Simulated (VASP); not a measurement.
# Ge (Cmmm) in VASP: a series of runs, part 2 of 2

VASP 6.6.1. Earlier steps stand in the parts before.

**5. Single point, PBEsol, non-collinear spin, zero start, spin-orbit coupling**

INCAR reads:

```
SYSTEM = Ge
PREC = Accurate
ENCUT = 520
EDIFF = 1E-6
ISMEAR = -1
SIGMA = 0.05
LREAL = .FALSE.
LASPH = .TRUE.
NELM = 150
ALGO = Normal
ISIF = 2
LWAVE = .FALSE.
LCHARG = .FALSE.
MAGMOM = 0 0 0
LORBIT = 11
LSORBIT = .TRUE.
GGA_COMPAT = .FALSE.
LORBMOM = .TRUE.
GGA = PS
NBANDS = 25
```

KPOINTS reads:

```
Automatic mesh
0
G
  8 8 8
  0 0 0
```

POSCAR reads:

```
Ge
1.0
    1.3971490000     -2.6005160000      0.0000000000
    1.3971490000      2.6005160000      0.0000000000
    0.0000000000      0.0000000000      2.6982310000
Ge
1
Direct
    0.5000000000      0.5000000000      0.0000000000
```

Potentials or basis: VASP PAW PBE potentials, release 64 (Ge_d).

Run with:

```
$ cat potpaw_PBE.64/Ge_d/POTCAR > POTCAR
$ mpirun -np 1 vasp_ncl > vasp.out
```

OUTCAR:

```text
SYSTEM = Ge
   PREC = Accurate
   ENCUT = 520
   EDIFF = 1E-6
   ISMEAR = -1
   LREAL = .FALSE.
   LASPH = .TRUE.
   NELM = 150
   ISIF = 2
   LORBIT = 11
   LSORBIT = .TRUE.
   GGA = PS

 ion  position               nearest neighbor table
   1  0.500  0.500  0.000-

  LATTYP: Found a base centered orthorhombic cell.
 ALAT       =     2.7942980000
 B/A-ratio  =     1.8613018368
 C/A-ratio  =     0.9656203454

  Lattice vectors:

 A1 = (   1.3971490000,  -2.6005160000,   0.0000000000)
 A2 = (   1.3971490000,   2.6005160000,   0.0000000000)
 A3 = (   0.0000000000,   0.0000000000,   2.6982310000)

Analysis of symmetry for initial positions (statically):
=====================================================================
 Subroutine PRICEL returns:
 Original cell was already a primitive cell.

 Routine SETGRP: Setting up the symmetry group for a
 base centered orthorhombic supercell.

 Subroutine GETGRP returns: Found  8 space group operations
 (whereof  8 operations were pure point group operations)
 out of a pool of  8 trial point group operations.

The static configuration has the point symmetry D_2h.

Analysis of symmetry for dynamics (positions and initial velocities):
=====================================================================
 Subroutine PRICEL returns:
 Original cell was already a primitive cell.

 Routine SETGRP: Setting up the symmetry group for a
 base centered orthorhombic supercell.

 Subroutine GETGRP returns: Found  8 space group operations
 (whereof  8 operations were pure point group operations)
 out of a pool of  8 trial point group operations.

The dynamic configuration has the point symmetry D_2h.

Analysis of structural, dynamic, and magnetic symmetry:
=====================================================================
 Subroutine PRICEL returns:
 Original cell was already a primitive cell.

 Routine SETGRP: Setting up the symmetry group for a
 base centered orthorhombic supercell.

 Subroutine GETGRP returns: Found  8 space group operations
 (whereof  8 operations were pure point group operations)
 out of a pool of  8 trial point group operations.

The overall configuration has the point symmetry D_2h.

 Subroutine INISYM returns: Found  8 space group operations
 (whereof  8 operations are pure point group operations),
 and found     1 'primitive' translations

----------------------------------------------------------------------------------------

                                     Primitive cell

  volume of cell :      19.6070

  direct lattice vectors                    reciprocal lattice vectors
     1.397149000 -2.600516000  0.000000000     0.357871637 -0.192269534  0.000000000
     1.397149000  2.600516000  0.000000000     0.357871637  0.192269534  0.000000000
     0.000000000  0.000000000  2.698231000     0.000000000  0.000000000  0.370613191

  length of vectors
     2.952068562  2.952068562  2.698231000     0.406250763  0.406250763  0.370613191

  position of ions in fractional coordinates (direct lattice)
     0.500000000  0.500000000  0.000000000

  ion indices of the primitive-cell ions
   primitive index   ion index
                 1           1

----------------------------------------------------------------------------------------

 KPOINTS: Automatic mesh
[... 91 lines left out ...]
  Thomas-Fermi vector in A             =   2.579353
   LORBIT       =     11    0 simple, 1 ext, 2 COOP (PROOUT), +10 PAW based schemes
   GGA     = PS    functional components
   LHFCALC =     F    Hartree Fock is set to
   AEXX    =    0.0000 exact exchange contribution
   IVDW    =     0    specifies the selected vdW correction
   LEPSILON=     F    determine dielectric tensor
   LRPA    =     F    only Hartree local field effects (RPA)
  energy-cutoff  :      520.00
  volume of cell :       19.61
 maximum number of plane-waves:      1082
 NGX is ok and might be reduce to    24
   NGX = 11   NGY = 11   NGZ = 11

 number of electron      14.0000000 magnetization       0.0000000      0.0000000      0.0000000

 number of electron      14.0000003 magnetization       0.0000000     -0.0000000     -0.0000000

 number of electron      14.0000003 magnetization      -0.0000000      0.0000000      0.0000000

 Free energy of the ion-electron system (eV)
  ---------------------------------------------------
  ext. energy  EPLUGINS =         0.00000000
  ---------------------------------------------------
  free energy    TOTEN  =        -4.73082580 eV

  energy without entropy =       -4.72883506  energy(sigma->0) =       -4.72983043

 E-fermi :   6.1151     XC(G=0): -11.1895

 val. band max:        6.0911882251   @ k =  -0.2500   0.2500   0.0000
 cond. band min:       6.1438346233   @ k =   0.3750   0.0000   0.3750
 fundamental gap:      0.0526463982
 Fermi energy:         6.1151353345

 k-point     1 :       0.0000    0.0000    0.0000
  band No.  band energies     occupation
      1     -18.8370      1.00000
      2     -18.8370      1.00000
      3     -18.8306      1.00000
      4     -18.8306      1.00000
      5     -18.2705      1.00000
      6     -18.2705      1.00000
[... 661 lines left out ...]
     24      23.3369      0.00000
     25      25.0094      0.00000

 [... further k-points ...]
[... 5 lines left out ...]
  --------------------------------------------------------------------------------------
  -------------------------------------------------------------------------------------
  Total       -0.2680170     -0.6202760     -0.8010347      0.0000000      0.0000000      0.0000000
  in kB      -21.9008801    -50.6855519    -65.4561599      0.0000000      0.0000000      0.0000000
  external PRESSURE =     -46.0141973 kB  Pullay stress =       0.0000000 kB

 VOLUME and BASIS-vectors are now :
 -----------------------------------------------------------------------------
  energy-cutoff  :      520.00
  volume of cell :       19.61
      direct lattice vectors                 reciprocal lattice vectors
     1.397149000 -2.600516000  0.000000000     0.357871637 -0.192269534  0.000000000
     1.397149000  2.600516000  0.000000000     0.357871637  0.192269534  0.000000000
     0.000000000  0.000000000  2.698231000     0.000000000  0.000000000  0.370613191

 POSITION                                       TOTAL-FORCE (eV/Angst)
 -----------------------------------------------------------------------------------
      1.39715      0.00000      0.00000         0.000000     -0.000000      0.000000
 -----------------------------------------------------------------------------------
    total drift:                               -0.000000     -0.000000      0.000000

  FREE ENERGIE OF THE ION-ELECTRON SYSTEM (eV)
  ---------------------------------------------------
  free  energy   TOTEN  =        -4.7308257968 eV

  energy  without entropy=       -4.7288350575  energy(sigma->0) =       -4.72983043

 orbital moment (x)

 # of ion     p       d       tot
 ----------------------------------------
  1         0.000   0.000   0.000
 ----------------------------------------
            0.000   0.000   0.000

 orbital moment (y)

 # of ion     p       d       tot
 ----------------------------------------
  1         0.000   0.000   0.000
 ----------------------------------------
            0.000   0.000   0.000

 orbital moment (z)

 # of ion     p       d       tot
 ----------------------------------------
  1         0.000   0.000   0.000
 ----------------------------------------
            0.000   0.000   0.000

 Spin-Orbit-Coupling matrix elements

 Ion:    1  E_soc:     -0.0180947
 l=   1
     0.0000000    -0.0020169    -0.0020837
    -0.0020169     0.0000000    -0.0021491
    -0.0020837    -0.0021491     0.0000000
 l=   2
     0.0000000    -0.0001880     0.0000000    -0.0001885    -0.0007447
    -0.0001880     0.0000000    -0.0005566    -0.0001900    -0.0001878
     0.0000000    -0.0005566     0.0000000    -0.0005552     0.0000000
    -0.0001885    -0.0001900    -0.0005552     0.0000000    -0.0001869
    -0.0007447    -0.0001878     0.0000000    -0.0001869     0.0000000
 l=   3
     0.0000000     0.0000000     0.0000000     0.0000000     0.0000000     0.0000000     0.0000000
     0.0000000     0.0000000     0.0000000     0.0000000     0.0000000     0.0000000     0.0000000
     0.0000000     0.0000000     0.0000000     0.0000000     0.0000000     0.0000000     0.0000000
     0.0000000     0.0000000     0.0000000     0.0000000     0.0000000     0.0000000     0.0000000
     0.0000000     0.0000000     0.0000000     0.0000000     0.0000000     0.0000000     0.0000000
     0.0000000     0.0000000     0.0000000     0.0000000     0.0000000     0.0000000     0.0000000
     0.0000000     0.0000000     0.0000000     0.0000000     0.0000000     0.0000000     0.0000000

 total charge

# of ion       s       p       d       tot
------------------------------------------
    1        1.220   0.971  10.019  12.210

 magnetization (x)

# of ion       s       p       d       tot
------------------------------------------
    1        0.000   0.000   0.000   0.000

 magnetization (y)

# of ion       s       p       d       tot
------------------------------------------
    1        0.000   0.000   0.000   0.000

 magnetization (z)

# of ion       s       p       d       tot
------------------------------------------
    1        0.000   0.000  -0.000  -0.000
```

stdout:

```text
POSCAR found type information on POSCAR Ge
 POSCAR found :  1 types and       1 ions
 scaLAPACK will be used
 -----------------------------------------------------------------------------
|                                                                             |
|                                                                             |
|     You enforced a specific xc type in the INCAR file but a different       |
|     I HOPE YOU KNOW WHAT YOU ARE DOING!                                     |
|                                                                             |
 -----------------------------------------------------------------------------

 LDA part: xc-table for (Slater+PW92), standard interpolation
 POSCAR, INCAR and KPOINTS ok, starting setup
 FFT: planning ... GRIDC
 FFT: planning ... GRID_SOFT
 FFT: planning ... GRID
 WAVECAR not read
 entering main loop
```

Wall time 48 s (1 thread of Intel Xeon Platinum 8488C (Sapphire Rapids), shared host); peak memory 0.22 GiB.

What came out:

```
Free energy                                           : -4.7308 eV
Pressure                                              : -4.6 GPa
Net moment                                            : 0.00 μB per cell
Valence electrons inside the program's atomic spheres : Ge 12.21
```

Moments on the atoms (μB; x, y, z):
```
Ge  0.00 0.00 0.00
```

Caveat: the PAW data sets were made with another functional, which shifts forces and pressure a little.

**6. The runs side by side**

| level | spin | k mesh | smearing | gap on the mesh (eV) | pressure (GPa) |
| --- | --- | --- | --- | --- | --- |
| PBE | off | 11 × 11 × 10 | gaussian 0.018 eV | none | -0.6 |
| PBE | off | 11 × 11 × 10 | gaussian 0.019 eV | none | -0.6 |
| PBEsol | off | 8 × 8 × 8 | fermi-dirac 0.05 eV | none | -4.5 |
| PBEsol | non-collinear, zero start, SOC | 8 × 8 × 8 | fermi-dirac 0.05 eV | - | -4.6 |

Alike in all rows: task single point; potentials or basis VASP PAW PBE potentials, release 64 (Ge_d); cell as given; cutoff (eV) 520.

Every run on the cell as given and a fine mesh finds a metal. The pressure there spans -4.6 GPa (PBEsol) to -0.6 GPa (PBE); a positive pressure means that this level wants a larger cell, a negative one a smaller.

Caveats: the PAW data sets were made with another functional, which shifts forces and pressure a little (some runs).

Total energies depend on the potentials used, so only differences within one code and one set of settings carry meaning.
